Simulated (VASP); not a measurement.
# Mo (Fm-3m) in VASP: further runs

Mo is run at these levels: PBE; tasks: single point.

Program: VASP 6.6.1. These are calculated values, not measurements. Logs are shortened: lines on timing, memory, paths and dates and some standing lists are left out, and cuts for length are marked.

## 1. The cell of the first run

The structure is cubic, space group Fm-3m (No. 225). The conventional cell has a = 4.109 Å, b = 4.109 Å, c = 4.109 Å, α = 90.00°, β = 90.00°, γ = 90.00°. Mo (site symmetry m-3m) has 12 Mo at 2.91 Å within 3.8 Å.

## 2. Single point, PBE (volume scaled by 1.06)

The input, INCAR:

```
SYSTEM = Mo
PREC     = Accurate       ! precision mode
ENCUT    = 520            ! plane-wave cutoff, eV
EDIFF    = 1E-6           ! SCF threshold, eV
ISMEAR   = -1             ! smearing method
SIGMA    = 0.08           ! smearing width, eV
LREAL    = .FALSE.        ! projectors in reciprocal space
LASPH    = .TRUE.         ! aspherical terms in the spheres
NELM     = 100            ! most SCF steps
ALGO     = Normal         ! electronic algorithm
ISIF     = 2              ! what is computed and relaxed
LWAVE    = .FALSE.        ! write WAVECAR
LCHARG   = .FALSE.        ! write CHGCAR
GGA      = PE             ! functional
NBANDS   = 13             ! bands
```

The input, KPOINTS:

```
regular mesh
0
G
  17 17 17
  0 0 0
```

The input, POSCAR:

```
Mo
1.0
    0.0000000000      2.0545198372      2.0545198372
    2.0545198372      0.0000000000      2.0545198372
    2.0545198372      2.0545198372      0.0000000000
Mo
1
Direct
    0.0000000000      0.0000000000      0.0000000000
```

Potentials or basis: VASP PAW PBE potentials, release 64 (Mo_sv).

Launch:

```bash
> cat potpaw_PBE.64/Mo_sv/POTCAR > POTCAR
> mpirun -np 1 vasp_std > vasp.out
```

OUTCAR:

```text
SYSTEM = Mo
   PREC = Accurate
   ENCUT = 520
   EDIFF = 1E-6
   ISMEAR = -1
   LREAL = .FALSE.
   LASPH = .TRUE.
   NELM = 100
   ISIF = 2
   GGA = PE

 ion  position               nearest neighbor table
   1  0.000  0.000  0.000-

  LATTYP: Found a face centered cubic cell.
 ALAT       =     4.1090396744

  Lattice vectors:

 A1 = (   0.0000000000,   2.0545198372,   2.0545198372)
 A2 = (   2.0545198372,   0.0000000000,   2.0545198372)
 A3 = (   2.0545198372,   2.0545198372,   0.0000000000)

Analysis of symmetry for initial positions (statically):
=====================================================================
 Subroutine PRICEL returns:
 Original cell was already a primitive cell.

 Routine SETGRP: Setting up the symmetry group for a
 face centered cubic supercell.

 Subroutine GETGRP returns: Found 48 space group operations
 (whereof 48 operations were pure point group operations)
 out of a pool of 48 trial point group operations.

The static configuration has the point symmetry O_h .

Analysis of symmetry for dynamics (positions and initial velocities):
=====================================================================
 Subroutine PRICEL returns:
 Original cell was already a primitive cell.

 Routine SETGRP: Setting up the symmetry group for a
 face centered cubic supercell.

 Subroutine GETGRP returns: Found 48 space group operations
 (whereof 48 operations were pure point group operations)
 out of a pool of 48 trial point group operations.

The dynamic configuration has the point symmetry O_h .

 Subroutine INISYM returns: Found 48 space group operations
 (whereof 48 operations are pure point group operations),
 and found     1 'primitive' translations

----------------------------------------------------------------------------------------

                                     Primitive cell

  volume of cell :      17.3445

  direct lattice vectors                    reciprocal lattice vectors
     0.000000000  2.054519837  2.054519837    -0.243365866  0.243365866  0.243365866
     2.054519837  0.000000000  2.054519837     0.243365866 -0.243365866  0.243365866
     2.054519837  2.054519837  0.000000000     0.243365866  0.243365866 -0.243365866

  length of vectors
     2.905529818  2.905529818  2.905529818     0.421522045  0.421522045  0.421522045

  position of ions in fractional coordinates (direct lattice)
     0.000000000  0.000000000  0.000000000

  ion indices of the primitive-cell ions
   primitive index   ion index
                 1           1

----------------------------------------------------------------------------------------

 KPOINTS: regular mesh

Automatic generation of k-mesh.
 Grid dimensions read from file:
 generate k-points for:   17   17   17

 Generating k-lattice:

  Cartesian coordinates                     Fractional coordinates (reciprocal lattice)
    -0.014315639  0.014315639  0.014315639     0.058823529  0.000000000  0.000000000
     0.014315639 -0.014315639  0.014315639     0.000000000  0.058823529  0.000000000
     0.014315639  0.014315639 -0.014315639     0.000000000  0.000000000  0.058823529

  Length of vectors
     0.024795414  0.024795414  0.024795414

  Shift w.r.t. Gamma in fractional coordinates (k-lattice)
     0.000000000  0.000000000  0.000000000

 Subroutine IBZKPT returns following result:
 ===========================================

 Found    165 irreducible k-points:

 Following reciprocal coordinates:
            Coordinates               Weight
  0.000000  0.000000  0.000000      1.000000
  0.058824  0.000000  0.000000      8.000000
  0.117647  0.000000  0.000000      8.000000
  0.176471  0.000000  0.000000      8.000000
  0.235294  0.000000  0.000000      8.000000
  0.294118  0.000000  0.000000      8.000000
[... 16 lines left out ...]
 -0.176471  0.058824  0.000000     24.000000
 -0.117647  0.058824  0.000000     24.000000
 [... further k-points ...]
   k-points           NKPTS =    165   k-points in BZ     NKDIM =    165   number of bands    NBANDS=     13
   number of dos      NEDOS =    301   number of ions     NIONS =      1
   total plane-waves  NPLWV =  13824
   dimension x,y,z NGX =    24 NGY =   24 NGZ =   24
   dimension x,y,z NGXF=    48 NGYF=   48 NGZF=   48
   ions per type =               1
   NGX,Y,Z   is equivalent  to a cutoff of  13.73, 13.73, 13.73 a.u.
   NGXF,Y,Z  is equivalent  to a cutoff of  27.46, 27.46, 27.46 a.u.
 SYSTEM =  Mo
   PREC   = accura    normal or accurate (medium, high low for compatibility)
   ISTART =      0    job   : 0-new  1-cont  2-samecut
   ICHARG =      2    charge: 1-file 2-atom 10-const
   ISPIN  =      1    spin polarized calculation?
   LNONCOLLINEAR =      F non collinear calculations
   LSORBIT =      F    spin-orbit coupling
   LASPH  =      T    aspherical Exc in radial PAW
   ENCUT  =  520.0 eV  38.22 Ry    6.18 a.u.   5.40  5.40  5.40*2*pi/ulx,y,z
   NELM   =    100;   NELMIN=  2; NELMDL= -5     # of ELM steps
   EDIFF  = 0.1E-05   stopping-criterion for ELM
   LREAL  =      F    real-space projection
   EDIFFG = 0.1E-04   stopping-criterion for IOM
   NSW    =      0    number of steps for IOM
   IBRION =     -1    ionic relax: 0-MD 1-quasi-New 2-CG
   NFREE  =      0    steps in history (QN), initial steepest desc. (CG)
   ISIF   =      2    stress and relaxation
   ISYM   =      2    0-nonsym 1-usesym 2-fastsym
   POTIM  = 0.5000    time-step for ionic-motion
   TEBEG  =    0.0;   TEEND  =   0.0 temperature during run
   PSTRESS=    0.0 pullay stress
   NELECT =      14.0000    total number of electrons
   NUPDOWN=      -1.0000    fix difference up-down
   EMIN   =  10.00;   EMAX   =-10.00  energy-range for DOS
   EFERMI =   0.00;   METHOD = LEGACY
   ISMEAR =    -1;   SIGMA  =   0.08  broadening in eV -4-tet -1-fermi 0-gaus
   EFERMI_NEDOS =   21; number of points for ismear=-14 and -15
   IALGO  =     38    algorithm
   IMIX   =      4    mixing-type and parameters
     AMIX     =   0.40;   BMIX     =  1.00
     AMIX_MAG =   1.60;   BMIX_MAG =  1.00
  volume/ion in A,a.u.               =      17.34       117.05
  Fermi-wavevector in a.u.,A,eV,Ry     =   1.524277  2.880465 31.612045  2.323420
  Thomas-Fermi vector in A             =   2.632606
   LORBIT       =      0    0 simple, 1 ext, 2 COOP (PROOUT), +10 PAW based schemes
   GGA     = PE    functional components
   LHFCALC =     F    Hartree Fock is set to
   AEXX    =    0.0000 exact exchange contribution
   IVDW    =     0    specifies the selected vdW correction
   LEPSILON=     F    determine dielectric tensor
   LRPA    =     F    only Hartree local field effects (RPA)
 non-spin polarized calculation
  energy-cutoff  :      520.00
  volume of cell :       17.34
 maximum number of plane-waves:       489
 NGX is ok and might be reduce to    24
   NGX = 11   NGY = 11   NGZ = 11

 number of electron      13.9999999 magnetization

 Free energy of the ion-electron system (eV)
  ---------------------------------------------------
  ext. energy  EPLUGINS =         0.00000000
  ---------------------------------------------------
  free energy    TOTEN  =       -10.46015726 eV

  energy without entropy =      -10.42866298  energy(sigma->0) =      -10.44441012

 E-fermi :  10.6116     XC(G=0): -12.7965

 val. band max:       10.6107991318   @ k =   0.2353   0.1176   0.0588
 cond. band min:      10.6163529822   @ k =  -0.4118   0.4118   0.1176
 fundamental gap:      0.0055538504
 Fermi energy:        10.6116326803

 k-point     1 :       0.0000    0.0000    0.0000
  band No.  band energies     occupation
      1     -50.1570      2.00000
      2     -23.6468      2.00000
      3     -23.6468      2.00000
      4     -23.6468      2.00000
      5       4.1268      2.00000
      6       9.9982      1.99907
      7       9.9982      1.99907
      8       9.9982      1.99907
      9      12.3789      0.00000
     10      12.3789      0.00000
     11      23.6444      0.00000
     12      28.5237      0.00000
     13      28.5237      0.00000

 k-point     2 :       0.0588    0.0000    0.0000
  band No.  band energies     occupation
      1     -50.1517      2.00000
      2     -23.6825      2.00000
      3     -23.6514      2.00000
      4     -23.6514      2.00000
      5       4.2565      2.00000
      6       9.9125      1.99968
      7      10.0561      1.99807
      8      10.0561      1.99807
      9      12.3347      0.00000
     10      12.3347      0.00000
     11      23.8870      0.00000
     12      27.9182      0.00000
     13      28.7508      0.00000

 k-point     3 :       0.1176    0.0000    0.0000
  band No.  band energies     occupation
      1     -50.1363      2.00000
      2     -23.7840      2.00000
      3     -23.6645      2.00000
      4     -23.6645      2.00000
      5       4.6280      2.00000
      6       9.6965      1.99998
      7      10.2041      1.98780
      8      10.2041      1.98780
      9      12.2406      0.00000
     10      12.2406      0.00000
     11      24.5395      0.00000
     12      26.7285      0.00000
     13      29.4094      0.00000

 k-point     4 :       0.1765    0.0000    0.0000
  band No.  band energies     occupation
      1     -50.1129      2.00000
      2     -23.9357      2.00000
      3     -23.6842      2.00000
      4     -23.6842      2.00000
      5       5.1800      2.00000
      6       9.4608      2.00000
      7      10.3539      1.92326
      8      10.3539      1.92326
      9      12.2137      0.00000
     10      12.2137      0.00000
     11      25.0847      0.00000
     12      25.8212      0.00000
     13      30.4382      0.00000

 k-point     5 :       0.2353    0.0000    0.0000
  band No.  band energies     occupation
      1     -50.0845      2.00000
      2     -24.1155      2.00000
      3     -23.7079      2.00000
      4     -23.7079      2.00000
      5       5.7816      2.00000
      6       9.3749      2.00000
      7      10.3787      1.89681
      8      10.3787      1.89681
      9      12.4047      0.00000
     10      12.4047      0.00000
     11      24.1682      0.00000
     12      26.2400      0.00000
     13      31.7429      0.00000
[... 257 lines left out ...]
 k-point    22 :      -0.2353    0.0588    0.0000
  band No.  band energies     occupation
      1     -50.0710      2.00000
      2     -24.1794      2.00000
      3     -23.7531      2.00000
      4     -23.7051      2.00000
      5       6.0670      2.00000
      6       9.2968      2.00000
      7      10.3184      1.95007
      8      10.4391      1.79259
      9      12.1373      0.00000
     10      12.9864      0.00000
     11      23.9875      0.00000
     12      26.3794      0.00000
     13      30.9866      0.00000

 k-point    23 :      -0.1765    0.0588    0.0000
  band No.  band energies     occupation
      1     -50.0998      2.00000
      2     -24.0020      2.00000
      3     -23.7255      2.00000
      4     -23.6817      2.00000
      5       5.4893      2.00000
      6       9.3046      2.00000
      7      10.3999      1.86759
      8      10.4648      1.72489
      9      11.8919      0.00000
     10      12.6024      0.00000
     11      25.0186      0.00000
     12      26.0372      0.00000
     13      30.0071      0.00000

 k-point    24 :      -0.1176    0.0588    0.0000
  band No.  band energies     occupation
      1     -50.1249      2.00000
      2     -23.8449      2.00000
      3     -23.6979      2.00000
      4     -23.6635      2.00000
      5       4.9039      2.00000
      6       9.5188      2.00000
      7      10.3112      1.95427
      8      10.3304      1.94224
      9      11.9582      0.00000
     10      12.4315      0.00000
     11      25.0042      0.00000
     12      26.3194      0.00000
     13      29.1840      0.00000

 [... further k-points ...]

------------------------ aborting loop because EDIFF is reached ----------------------------------------

  FORCE on cell =-STRESS in cart. coord.  units (eV):
  Direction    XX          YY          ZZ          XY          YZ          ZX
  --------------------------------------------------------------------------------------
  -------------------------------------------------------------------------------------
  Total       -1.6826073     -1.6826073     -1.6826073     -0.0000000      0.0000000     -0.0000000
  in kB     -155.4291032   -155.4291032   -155.4291032     -0.0000000      0.0000000     -0.0000000
  external PRESSURE =    -155.4291032 kB  Pullay stress =       0.0000000 kB

 VOLUME and BASIS-vectors are now :
 -----------------------------------------------------------------------------
  energy-cutoff  :      520.00
  volume of cell :       17.34
      direct lattice vectors                 reciprocal lattice vectors
     0.000000000  2.054519837  2.054519837    -0.243365866  0.243365866  0.243365866
     2.054519837  0.000000000  2.054519837     0.243365866 -0.243365866  0.243365866
     2.054519837  2.054519837  0.000000000     0.243365866  0.243365866 -0.243365866

 POSITION                                       TOTAL-FORCE (eV/Angst)
 -----------------------------------------------------------------------------------
      0.00000      0.00000      0.00000        -0.000000      0.000000     -0.000000
 -----------------------------------------------------------------------------------
    total drift:                               -0.000000     -0.000000     -0.000000

  FREE ENERGIE OF THE ION-ELECTRON SYSTEM (eV)
  ---------------------------------------------------
  free  energy   TOTEN  =       -10.4601572625 eV

  energy  without entropy=      -10.4286629809  energy(sigma->0) =      -10.44441012
```

Wall time 53 s (1 thread of AMD EPYC 7R13 (Zen 3), shared host); peak memory 0.13 GiB.

What came out:

```yaml
Free_energy: -10.4602 eV
Pressure: -15.5 GPa
Band_gap_on_the_k_mesh: zero (band 7 reaches 14.06 eV, above the bottom of band 8 at 10.00 eV)
```

Levels at points of the mesh, in eV from the Fermi level:
| k point | band 5 | band 6 | band 7 | band 8 | band 9 | band 10 |
| --- | --- | --- | --- | --- | --- | --- |
| (0.00, 0.00, 0.00) | -6.48 | -0.61 | -0.61 | -0.61 | 1.77 | 1.77 |

Caveat: the cell differs from its parent crystal (volume scaled by 1.06).

## 3. Single point, PBE

This run uses another cell than the first one, of 16.36 Å³/atom, 0.943 times its volume.

The input, INCAR:

```
SYSTEM = Mo
PREC = Accurate ; ENCUT = 520
EDIFF = 1E-7 ; ISMEAR = -1
SIGMA = 0.08 ; LREAL = .False.
LASPH = .True. ; NELM = 100
ALGO = Normal ; ISIF = 2
LWAVE = .False. ; LCHARG = .False.
GGA = PE ; NBANDS = 13
```

The input, KPOINTS:

```
Automatic mesh
0
Gamma
  5 5 5
  0 0 0
```

The input, POSCAR:

```
Mo
1.0
    0.0000000000      2.0150000000      2.0150000000
    2.0150000000      0.0000000000      2.0150000000
    2.0150000000      2.0150000000      0.0000000000
Mo
1
Direct
    0.0000000000      0.0000000000      0.0000000000
```

Potentials or basis: VASP PAW PBE potentials, release 64 (Mo_sv).

Launch:

```bash
> cat potpaw_PBE.64/Mo_sv/POTCAR > POTCAR
> mpirun -np 1 vasp_std > vasp.out
```

OUTCAR:

```text
SYSTEM = Mo
   PREC = Accurate
   ENCUT = 520
   EDIFF = 1E-7
   ISMEAR = -1
   LREAL = .False.
   LASPH = .True.
   NELM = 100
   ISIF = 2
   GGA = PE

 ion  position               nearest neighbor table
   1  0.000  0.000  0.000-

  LATTYP: Found a face centered cubic cell.
 ALAT       =     4.0300000000

  Lattice vectors:

 A1 = (   0.0000000000,   2.0150000000,   2.0150000000)
 A2 = (   2.0150000000,   0.0000000000,   2.0150000000)
 A3 = (   2.0150000000,   2.0150000000,   0.0000000000)

Analysis of symmetry for initial positions (statically):
=====================================================================
 Subroutine PRICEL returns:
 Original cell was already a primitive cell.

 Routine SETGRP: Setting up the symmetry group for a
 face centered cubic supercell.

 Subroutine GETGRP returns: Found 48 space group operations
 (whereof 48 operations were pure point group operations)
 out of a pool of 48 trial point group operations.

The static configuration has the point symmetry O_h .

[... 151 lines left out ...]
  band No.  band energies     occupation
      1     -49.2345      2.00000
      2     -22.6224      2.00000
      3     -22.6224      2.00000
      4     -22.6224      2.00000
      5       4.7973      2.00000
      6      10.7943      1.99998
      7      10.7943      1.99998
      8      10.7943      1.99998
      9      13.3921      0.00000
     10      13.3921      0.00000
     11      24.5471      0.00000
     12      29.7072      0.00000
     13      29.7072      0.00000
[... 130 lines left out ...]
  band No.  band energies     occupation
      1     -48.9775      2.00000
      2     -23.5416      2.00000
      3     -23.2591      2.00000
      4     -22.9867      2.00000
      5       8.3033      2.00000
      6       9.0034      2.00000
      7      10.1084      2.00000
      8      13.1640      0.00000
      9      15.0613      0.00000
     10      19.2432      0.00000
     11      23.8677      0.00000
     12      24.1216      0.00000
     13      26.9104      0.00000

------------------------ aborting loop because EDIFF is reached ----------------------------------------

  FORCE on cell =-STRESS in cart. coord.  units (eV):
  Direction    XX          YY          ZZ          XY          YZ          ZX
  --------------------------------------------------------------------------------------
  -------------------------------------------------------------------------------------
  Total       -0.4800101     -0.4800101     -0.4800101      0.0000000      0.0000000     -0.0000000
  in kB      -47.0008603    -47.0008603    -47.0008603      0.0000000      0.0000000     -0.0000000
  external PRESSURE =     -47.0008603 kB  Pullay stress =       0.0000000 kB

 VOLUME and BASIS-vectors are now :
 -----------------------------------------------------------------------------
  energy-cutoff  :      520.00
  volume of cell :       16.36
      direct lattice vectors                 reciprocal lattice vectors
     0.000000000  2.015000000  2.015000000    -0.248138958  0.248138958  0.248138958
     2.015000000  0.000000000  2.015000000     0.248138958 -0.248138958  0.248138958
     2.015000000  2.015000000  0.000000000     0.248138958  0.248138958 -0.248138958

 POSITION                                       TOTAL-FORCE (eV/Angst)
 -----------------------------------------------------------------------------------
      0.00000      0.00000      0.00000         0.000000      0.000000      0.000000
 -----------------------------------------------------------------------------------
    total drift:                               -0.000000      0.000000     -0.000000

  FREE ENERGIE OF THE ION-ELECTRON SYSTEM (eV)
  ---------------------------------------------------
  free  energy   TOTEN  =       -10.5349912548 eV

  energy  without entropy=      -10.5044619959  energy(sigma->0) =      -10.51972663
```

OSZICAR:

```text
N       E                     dE             d eps       ncg     rms          rms(c)
DAV:   1     0.923931787470E+02    0.92393E+02   -0.79928E+03   260   0.110E+03
DAV:   2    -0.996914845087E+01   -0.10236E+03   -0.99084E+02   295   0.312E+02
DAV:   3    -0.111636817640E+02   -0.11945E+01   -0.11924E+01   295   0.332E+01
DAV:   4    -0.111662777136E+02   -0.25959E-02   -0.25959E-02   280   0.192E+00
DAV:   5    -0.111662952330E+02   -0.17519E-04   -0.17520E-04   285   0.139E-01    0.128E+01
DAV:   6    -0.105985677926E+02    0.56773E+00   -0.74841E-01   260   0.104E+01    0.321E+00
DAV:   7    -0.105386283827E+02    0.59939E-01   -0.10536E-01   285   0.366E+00    0.747E-01
DAV:   8    -0.105349380566E+02    0.36903E-02   -0.35261E-03   270   0.743E-01    0.164E-01
DAV:   9    -0.105349840590E+02   -0.46002E-04   -0.70810E-05   290   0.101E-01    0.767E-02
DAV:  10    -0.105349912387E+02   -0.71797E-05   -0.81812E-06   275   0.302E-02    0.829E-03
DAV:  11    -0.105349913915E+02   -0.15284E-06   -0.16257E-07   287   0.413E-03    0.146E-03
DAV:  12    -0.105349912550E+02    0.13653E-06   -0.66768E-09   130   0.977E-04    0.146E-04
DAV:  13    -0.105349912548E+02    0.15052E-09   -0.63283E-10   130   0.319E-04
   1 F= -.10534991E+02 E0= -.10519727E+02  d E =-.305293E-01
```

Wall time 2.2 s (1 thread of Intel Xeon 6975P-C (Granite Rapids), shared host); peak memory 0.13 GiB.

Results:

```
Free energy            : -10.5350 eV
Pressure               : -4.7 GPa
Band gap on the k mesh : zero (band 7 reaches 13.99 eV, above the bottom of band 8 at 10.79 eV)
```

Caveat: the k points lie up to 0.54 Å⁻¹ apart.

[end of part 1 of 2]
